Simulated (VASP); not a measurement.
# GaAs (F-43m) in VASP: G0W0 quasiparticle levels with PBE

Aim: the G0W0 quasiparticle levels of GaAs with PBE.

All numbers are computed with VASP 6.6.1; they aren't measurements. Logs are shortened: lines on timing, memory, paths and dates and some standing lists are left out, and cuts for length are marked.

## Step 1: The cell of the first run

Symmetry: F-43m, No. 216, cubic system. Conventional cell: a = 5.666 Å, b = 5.666 Å, c = 5.666 Å, α = 90.00°, β = 90.00°, γ = 90.00°. Within 3.2 Å of Ga (site symmetry -43m) lie 4 As at 2.45 Å. As (site symmetry -43m) has 4 Ga at 2.45 Å within 3.2 Å.

## Step 2: G0W0 quasiparticle levels, PBE

POSCAR

```
GaAs
1.0
    0.0000000000      2.8330831925      2.8330831925
    2.8330831925      0.0000000000      2.8330831925
    2.8330831925      2.8330831925      0.0000000000
Ga As
1 1
Direct
    0.0000000000      0.0000000000      0.0000000000
    0.2500000000      0.2500000000      0.2500000000
```

INCAR.step1

```
SYSTEM = GaAs
PREC = Accurate ; ENCUT = 500
EDIFF = 1E-8 ; ISMEAR = 0
SIGMA = 0.01 ; LREAL = .FALSE.
LASPH = .TRUE. ; NELM = 100
ALGO = Normal ; LWAVE = .TRUE.
LCHARG = .FALSE. ; GGA = PE
```

INCAR.step2

```
SYSTEM = GaAs
PREC = Accurate ; ENCUT = 500
EDIFF = 1E-8 ; ISMEAR = 0
SIGMA = 0.01 ; LREAL = .FALSE.
LASPH = .TRUE. ; NELM = 1
ALGO = Exact ; LWAVE = .TRUE.
LCHARG = .FALSE. ; GGA = PE
NBANDS = 82 ; LOPTICS = .TRUE.
ISTART = 1
```

INCAR.step3

```
SYSTEM = GaAs
PREC = Accurate ; ENCUT = 500
EDIFF = 1E-8 ; ISMEAR = 0
SIGMA = 0.01 ; LREAL = .FALSE.
LASPH = .TRUE. ; ALGO = EVGW0
LWAVE = .FALSE. ; LCHARG = .FALSE.
GGA = PE ; NELMGW = 1
NBANDS = 82 ; ENCUTGW = 80.0
NOMEGA = 96 ; PRECFOCK = Fast
ISTART = 1 ; NBANDSGW = 17
OMEGAMAX = 20
```

KPOINTS

```
Automatic mesh
0
G
  6 6 6
  0 0 0
```

Potentials or basis: VASP PAW PBE potentials, release 64 (Ga_d_GW, As_GW).

Started as:

```
$ cat potpaw_PBE.64/Ga_d_GW/POTCAR potpaw_PBE.64/As_GW/POTCAR > POTCAR
$ cp INCAR.step1 INCAR
$ mpirun -np 1 vasp_std > vasp.out
$ cp INCAR.step2 INCAR
$ mpirun -np 1 vasp_std > vasp.out
$ cp INCAR.step3 INCAR
$ mpirun -np 1 vasp_std > vasp.out
```

OUTCAR:

```text
SYSTEM = GaAs
   PREC = Accurate
   ENCUT = 500
   EDIFF = 1E-8
   ISMEAR = 0
   LREAL = .FALSE.
   LASPH = .TRUE.
   GGA = PE
   NELMGW = 1
   ENCUTGW = 80.0
   PRECFOCK = Fast
   ISTART = 1

 ion  position               nearest neighbor table
   1  0.000  0.000  0.000-   2 2.45   2 2.45   2 2.45   2 2.45
   2  0.250  0.250  0.250-   1 2.45   1 2.45   1 2.45   1 2.45

  LATTYP: Found a face centered cubic cell.
 ALAT       =     5.6661663850

  Lattice vectors:

 A1 = (   0.0000000000,   2.8330831925,   2.8330831925)
 A2 = (   2.8330831925,   0.0000000000,   2.8330831925)
 A3 = (   2.8330831925,   2.8330831925,   0.0000000000)

Analysis of symmetry for initial positions (statically):
=====================================================================
 Subroutine PRICEL returns:
 Original cell was already a primitive cell.

 Routine SETGRP: Setting up the symmetry group for a
 face centered cubic supercell.

 Subroutine GETGRP returns: Found 24 space group operations
 (whereof 24 operations were pure point group operations)
 out of a pool of 48 trial point group operations.

The static configuration has the point symmetry T_d .

Analysis of symmetry for dynamics (positions and initial velocities):
=====================================================================
 Subroutine PRICEL returns:
 Original cell was already a primitive cell.

 Routine SETGRP: Setting up the symmetry group for a
 face centered cubic supercell.

 Subroutine GETGRP returns: Found 24 space group operations
 (whereof 24 operations were pure point group operations)
 out of a pool of 48 trial point group operations.

The dynamic configuration has the point symmetry T_d .

 Subroutine INISYM returns: Found 24 space group operations
 (whereof 24 operations are pure point group operations),
 and found     1 'primitive' translations

----------------------------------------------------------------------------------------

                                     Primitive cell

  volume of cell :      45.4787

  direct lattice vectors                    reciprocal lattice vectors
     0.000000000  2.833083193  2.833083193    -0.176486169  0.176486169  0.176486169
     2.833083193  0.000000000  2.833083193     0.176486169 -0.176486169  0.176486169
     2.833083193  2.833083193  0.000000000     0.176486169  0.176486169 -0.176486169

  length of vectors
     4.006584674  4.006584674  4.006584674     0.305683012  0.305683012  0.305683012

  position of ions in fractional coordinates (direct lattice)
     0.000000000  0.000000000  0.000000000
     0.250000000  0.250000000  0.250000000

  ion indices of the primitive-cell ions
   primitive index   ion index
                 1           1
                 2           2

----------------------------------------------------------------------------------------

 KPOINTS: Automatic mesh

Automatic generation of k-mesh.
 Grid dimensions read from file:
 generate k-points for:    6    6    6

 Generating k-lattice:

  Cartesian coordinates                     Fractional coordinates (reciprocal lattice)
    -0.029414362  0.029414362  0.029414362     0.166666667  0.000000000  0.000000000
     0.029414362 -0.029414362  0.029414362     0.000000000  0.166666667  0.000000000
     0.029414362  0.029414362 -0.029414362     0.000000000  0.000000000  0.166666667

  Length of vectors
     0.050947169  0.050947169  0.050947169

  Shift w.r.t. Gamma in fractional coordinates (k-lattice)
     0.000000000  0.000000000  0.000000000

 Subroutine IBZKPT returns following result:
 ===========================================

 Found     16 irreducible k-points:

 Following reciprocal coordinates:
            Coordinates               Weight
  0.000000  0.000000  0.000000      1.000000
  0.166667  0.000000  0.000000      8.000000
  0.333333  0.000000  0.000000      8.000000
  0.500000  0.000000  0.000000      4.000000
  0.166667  0.166667  0.000000      6.000000
  0.333333  0.166667  0.000000     24.000000
[... 8 lines left out ...]
 -0.333333  0.333333  0.166667     24.000000
 -0.333333  0.500000  0.166667     12.000000
   k-points           NKPTS =     16   k-points in BZ     NKDIM =    216   number of bands    NBANDS=     82
   number of dos      NEDOS =    301   number of ions     NIONS =      2
   total plane-waves  NPLWV =  27000
   dimension x,y,z NGX =    30 NGY =   30 NGZ =   30
   dimension x,y,z NGXF=    60 NGYF=   60 NGZF=   60
   ions per type =               1   1
   NGX,Y,Z   is equivalent  to a cutoff of  12.45, 12.45, 12.45 a.u.
   NGXF,Y,Z  is equivalent  to a cutoff of  24.90, 24.90, 24.90 a.u.
 SYSTEM =  GaAs
   PREC   = accura    normal or accurate (medium, high low for compatibility)
   ISTART =      1    job   : 0-new  1-cont  2-samecut
   ICHARG =      0    charge: 1-file 2-atom 10-const
   ISPIN  =      1    spin polarized calculation?
   LNONCOLLINEAR =      F non collinear calculations
   LSORBIT =      F    spin-orbit coupling
   LASPH  =      T    aspherical Exc in radial PAW
   ENCUT  =  500.0 eV  36.75 Ry    6.06 a.u.   7.30  7.30  7.30*2*pi/ulx,y,z
   NELM   =     60;   NELMIN=  2; NELMDL=  0     # of ELM steps
   EDIFF  = 0.1E-07   stopping-criterion for ELM
   LREAL  =      F    real-space projection
   EDIFFG = 0.1E-06   stopping-criterion for IOM
   NSW    =      0    number of steps for IOM
   IBRION =     -1    ionic relax: 0-MD 1-quasi-New 2-CG
   NFREE  =      0    steps in history (QN), initial steepest desc. (CG)
   ISIF   =      0    stress and relaxation
   ISYM   =      3    0-nonsym 1-usesym 2-fastsym
   POTIM  = 0.5000    time-step for ionic-motion
   TEBEG  =    0.0;   TEEND  =   0.0 temperature during run
   PSTRESS=    0.0 pullay stress
   NELECT =      18.0000    total number of electrons
   NUPDOWN=      -1.0000    fix difference up-down
   EMIN   =  10.00;   EMAX   =-10.00  energy-range for DOS
   EFERMI =   0.00;   METHOD = LEGACY
   ISMEAR =     0;   SIGMA  =   0.01  broadening in eV -4-tet -1-fermi 0-gaus
   EFERMI_NEDOS =   21; number of points for ismear=-14 and -15
   IALGO  =     38    algorithm
   IMIX   =      4    mixing-type and parameters
     AMIX     =   0.40;   BMIX     =  1.00
     AMIX_MAG =   1.60;   BMIX_MAG =  1.00
  volume/ion in A,a.u.               =      22.74       153.45
  Fermi-wavevector in a.u.,A,eV,Ry     =   1.201978  2.271408 19.657016  1.444750
  Thomas-Fermi vector in A             =   2.337772
   LORBIT       =      0    0 simple, 1 ext, 2 COOP (PROOUT), +10 PAW based schemes
   GGA     = PE    functional components
   LHFCALC =     T    Hartree Fock is set to
   PRECFOCK=fast      Normal, Fast or Accurate (Low or Medium for compatibility)
   ENCUT4O =  -1.0   cutoff for four orbital integrals eV
   NKREDX  =     1    reduce k-point grid by
   NKREDY  =     1    reduce k-point grid by
   NKREDZ  =     1    reduce k-point grid by
   AEXX    =    1.0000 exact exchange contribution
   HFSCREEN=    0.0000 screening length (either q_TF or 0.3 A-1)
   HFSCREENC=   0.0000 screening length for correlation (either q_TF or 0.3 A-1)
   ENCUTFOCK=  -1.0 apply spherical cutoff to Coloumb kernel
   IVDW    =     0    specifies the selected vdW correction
   LEPSILON=     F    determine dielectric tensor
   LRPA    =     F    only Hartree local field effects (RPA)
   LRPAFORCE           =     F    calculate RPA forces
   ENCUTGW             =  80.0    cutoff for response function in eV
   ENCUTGWSOFT         =  64.0    soft cutoff for Coulomb kernel in GW response function in eV
   ENCUTLF             =  -1.0    cutoff for local field effects
   NELMGW              =     1    number of iterations in solving QP/BSE equation
   NELMHF              =     1    number of iterations in the inner HF iteration
   NKREDLFX            =     1    NKREDLFY  =   1   NKREDLFZ  =   1
 non-spin polarized calculation
 Gauss-broadening in eV      SIGMA  =   0.01
  energy-cutoff  :      500.00
  volume of cell :       45.48
 maximum number of plane-waves:      1167
 NGX is ok and might be reduce to    30
  NGX = 18; NGY = 18; NGZ = 18
   NGX = 15   NGY = 15   NGZ = 15
 maximum number of plane-waves:        80
 NGX is ok and might be reduce to    14

 QP shifts <psi_nk| G(iteration)W_0 |psi_nk>: iteration 1
 for sc-GW calculations column KS-energies equals QP-energies in previous step
 and V_xc(KS)=  KS-energies - (<T + V_ion + V_H > + <T+V_H+V_ion>^1  + <V_x>^1)

 k-point   1 :       0.0000    0.0000    0.0000
  band No.  KS-energies  QP-energies   sigma(KS)   V_xc(KS)     V^pw_x(r,r')   Z            occupation Imag(sigma)

      1     -11.0086     -13.8973     -26.0536     -21.7122     -35.0593       0.6654       2.0000       0.2053
      2     -11.0086     -13.8973     -26.0536     -21.7122     -35.0593       0.6654       2.0000       0.2053
      3     -11.0086     -13.8973     -26.0536     -21.7122     -35.0593       0.6654       2.0000       0.2053
      4     -10.9315     -13.8518     -26.1894     -21.8130     -35.1647       0.6673       2.0000       0.1730
      5     -10.9315     -13.8518     -26.1894     -21.8130     -35.1647       0.6673       2.0000       0.1730
      6      -8.8853      -9.0589     -11.4097     -11.1277     -18.0927       0.6156       2.0000       0.9059
[... 9 lines left out ...]
     16      13.8764      13.9006      -9.7570      -9.7895      -4.4878       0.7459       0.0000      -0.3203
     17      15.3177      15.1847      -7.8934      -7.7140      -2.2399       0.7415       0.0000      -0.4243

 k-point   2 :       0.1667    0.0000    0.0000
  band No.  KS-energies  QP-energies   sigma(KS)   V_xc(KS)     V^pw_x(r,r')   Z            occupation Imag(sigma)

      1     -11.0305     -13.8787     -25.8729     -21.5858     -34.8678       0.6644       2.0000       0.2135
      2     -11.0030     -13.8937     -26.0680     -21.7242     -35.0746       0.6655       2.0000       0.2047
      3     -11.0030     -13.8937     -26.0680     -21.7242     -35.0746       0.6655       2.0000       0.2047
      4     -10.9317     -13.8496     -26.1880     -21.8123     -35.1645       0.6668       2.0000       0.1731
      5     -10.9317     -13.8496     -26.1880     -21.8123     -35.1645       0.6668       2.0000       0.1731
      6      -8.5682      -8.7756     -11.6439     -11.3133     -18.2184       0.6275       2.0000       0.8877
[... 9 lines left out ...]
     16      12.8127      12.7550      -9.0704      -8.9934      -3.9513       0.7490       0.0000      -0.2748
     17      14.5961      14.4496      -7.8356      -7.6392      -2.3106       0.7460       0.0000      -0.3941

 k-point   3 :       0.3333    0.0000    0.0000
  band No.  KS-energies  QP-energies   sigma(KS)   V_xc(KS)     V^pw_x(r,r')   Z            occupation Imag(sigma)
[... 253 lines left out ...]
      1     -11.0990     -13.8605     -25.5071     -21.3368     -34.4922       0.6622       2.0000       0.2327
      2     -10.9816     -13.8862     -26.1238     -21.7645     -35.1271       0.6663       2.0000       0.1975
      3     -10.9705     -13.8772     -26.1435     -21.7853     -35.1529       0.6670       2.0000       0.2000
      4     -10.9391     -13.8513     -26.1667     -21.7948     -35.1443       0.6661       2.0000       0.1743
      5     -10.9279     -13.8446     -26.1921     -21.8186     -35.1748       0.6669       2.0000       0.1727
      6      -6.5975      -6.8349     -12.6647     -12.3134     -18.5461       0.6758       2.0000       0.7112
[... 9 lines left out ...]
     16      16.4534      16.6224     -10.0553     -10.2847      -3.9666       0.7367       0.0000      -0.6431
     17      17.1200      17.0962      -8.4036      -8.3713      -2.5008       0.7371       0.0000      -0.5714

 k-point  16 :      -0.3333    0.5000    0.1667
  band No.  KS-energies  QP-energies   sigma(KS)   V_xc(KS)     V^pw_x(r,r')   Z            occupation Imag(sigma)

      1     -11.1079     -13.8634     -25.4940     -21.3268     -34.4791       0.6612       2.0000       0.2326
      2     -10.9736     -13.8817     -26.1489     -21.7856     -35.1558       0.6665       2.0000       0.1977
      3     -10.9645     -13.8717     -26.1481     -21.7888     -35.1547       0.6669       2.0000       0.1979
      4     -10.9459     -13.8540     -26.1525     -21.7831     -35.1299       0.6656       2.0000       0.1766
      5     -10.9245     -13.8446     -26.1990     -21.8255     -35.1833       0.6677       2.0000       0.1720
      6      -6.3678      -6.5872     -12.7411     -12.4180     -18.5515       0.6791       2.0000       0.6903
[... 9 lines left out ...]
     16      17.0534      17.1125      -9.4829      -9.5634      -3.4749       0.7351       0.0000      -0.6400
     17      17.3070      17.4726      -9.6798      -9.9059      -3.5410       0.7323       0.0000      -0.6515
```

Run time: 10 min. Hardware: 1 thread of Intel Xeon Platinum 8559C (Emerald Rapids), shared host; peak memory 0.61 GiB.

What came out:

- Quasiparticle gap: 1.34 eV
- Least direct quasiparticle gap: 1.34 eV
- Band gap of the starting levels on the mesh: 0.46 eV
- Least direct gap of the starting levels on the mesh: 0.46 eV

Caveat: bands, screening cutoff and mesh are small and nothing is extrapolated, so the quasiparticle values aren't converged.
